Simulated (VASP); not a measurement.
Wanted: the native input for a VASP 6.6.1 run.

```yaml
Task: single point
Functional: PBE
Potentials_or_basis: VASP PAW PBE potentials, release 64 (Mo_sv, Se)
Cutoff: 520 eV
k_mesh: 14 × 14 × 14
Occupations: gaussian, width 0.1 eV
Spin: collinear spin
Starting_moments: "[3.5, 0.0] μB"
Dipole_correction: no
Further_INCAR_settings: ALGO = Normal; EDIFF = 1e-06; NBANDS = 21
```

The structure of MoSe lies in POSCAR:

```
MoSe
1.0
    3.1462013392      0.0000000000      0.0000000000
    0.0000000000      3.1462013392      0.0000000000
    0.0000000000      0.0000000000      3.1462013392
Mo Se
1 1
Direct
    0.0000000000      0.0000000000      0.0000000000
    0.5000000000      0.5000000000      0.5000000000
```

The input as run:

INCAR

```
ALGO = Normal
EDIFF = 1E-6
ENCUT = 520
GGA = PE
ISIF = 2
ISMEAR = 0
ISPIN = 2
LASPH = T
LCHARG = F
LMAXMIX = 4
LORBIT = 11
LREAL = F
LWAVE = F
MAGMOM = 3.5 0
NBANDS = 21
NELM = 150
PREC = Accurate
SIGMA = 0.1
```

KPOINTS

```
k-points
0
Gamma
  14 14 14
```

Potentials or basis: VASP PAW PBE potentials, release 64 (Mo_sv, Se).

Command:

```bash
$ cat potpaw_PBE.64/Mo_sv/POTCAR potpaw_PBE.64/Se/POTCAR > POTCAR
$ mpirun -np 1 vasp_std > vasp.out
```

Results of the run:

```yaml
Pressure: 0.3 GPa
Band_gap_on_the_k_mesh: zero (filled and empty bands overlap)
Net_moment: 0.00 μB per cell
Valence_electrons_inside_the_program's_atomic_spheres: Mo 12.38; Se 3.88
```

Run time: 34 s on 1 thread of Intel(R) Xeon(R) 6975P-C (Granite Rapids), with other jobs on the host, peak memory 0.23 GiB.
